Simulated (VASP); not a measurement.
Set up this calculation in VASP 6.6.1, as the native input.

```
Task                   : single point
Functional             : r2SCAN
Potentials or basis    : VASP PAW PBE potentials, release 64 (Zn, Se, S)
Cutoff                 : 520 eV
k mesh                 : 12 × 12 × 4
Occupations            : gaussian, width 0.02 eV
Spin                   : no spin polarisation
Dipole correction      : no
Further INCAR settings : ALGO = Normal; EDIFF = 1e-06; NBANDS = 36
```

The system is Zn3Se2S.

```
CELL_PARAMETERS angstrom
3.94077 0.00000 0.00000
-1.97038 3.41281 0.00000
0.00000 0.00000 9.65934
ATOMIC_POSITIONS crystal
Zn 0.00000 0.00000 0.99056
Zn 0.66667 0.33333 0.33307
Zn 0.33333 0.66667 0.67591
Se 0.66667 0.33333 0.07977
Se 0.33333 0.66667 0.42166
S 0.00000 0.00000 0.74902
```

These files were run (other wordings do the same):

POSCAR

```
Zn3Se2S
1.0
    3.9407696792      0.0000000285      0.0000000000
   -1.9703848643      3.4128066384      0.0000000000
    0.0000000000      0.0000000000      9.6593423400
Zn Se S
3 2 1
Direct
    0.0000000000      0.0000000000      0.9905596705
    0.6666666667      0.3333333333      0.3330737913
    0.3333333333      0.6666666667      0.6759114585
    0.6666666667      0.3333333333      0.0797658620
    0.3333333333      0.6666666667      0.4216641667
    0.0000000000      0.0000000000      0.7490240509
```

INCAR.step1

```
SYSTEM = Zn3Se2S
  PREC = Accurate
  ENCUT = 520
  ISMEAR = 0
  SIGMA = 0.02
  LREAL = .False.
  LASPH = .True.
  NELM = 60
  NBANDS = 36
  GGA = PE
  ALGO = Normal
  EDIFF = 1E-4
  LWAVE = .True.
  LCHARG = .False.
```

INCAR.step2

```
SYSTEM = Zn3Se2S
  PREC = Accurate
  ENCUT = 520
  EDIFF = 1E-6
  ISMEAR = 0
  SIGMA = 0.02
  LREAL = .False.
  LASPH = .True.
  NELM = 60
  ALGO = Normal
  ISIF = 2
  LWAVE = .False.
  LCHARG = .True.
  METAGGA = R2SCAN
  LMIXTAU = .True.
  LELF = .True.
  LVHAR = .True.
  NBANDS = 36
  ISTART = 1
```

KPOINTS

```
Automatic mesh
0
Gamma
  12 12 4
  0 0 0
```

Potentials or basis: VASP PAW PBE potentials, release 64 (Zn, Se, S).

Run with:

```bash
$ cat potpaw_PBE.64/Zn/POTCAR potpaw_PBE.64/Se/POTCAR potpaw_PBE.64/S/POTCAR > POTCAR
$ cp INCAR.step1 INCAR
$ mpirun -np 1 vasp_std > vasp.out
$ cp INCAR.step2 INCAR
$ mpirun -np 1 vasp_std > vasp.out
```

It gave:

```json
{"Pressure": "0.1 GPa", "Largest force": "0.009 eV/Å", "Band gap on the k mesh": "1.95 eV"}
```

Caveat: the PAW data sets were made with another functional, which shifts forces and pressure a little.

Wall time 13 min on 1 thread of Intel(R) Xeon(R) 6975P-C (Granite Rapids) (shared host), peak memory 0.45 GiB.
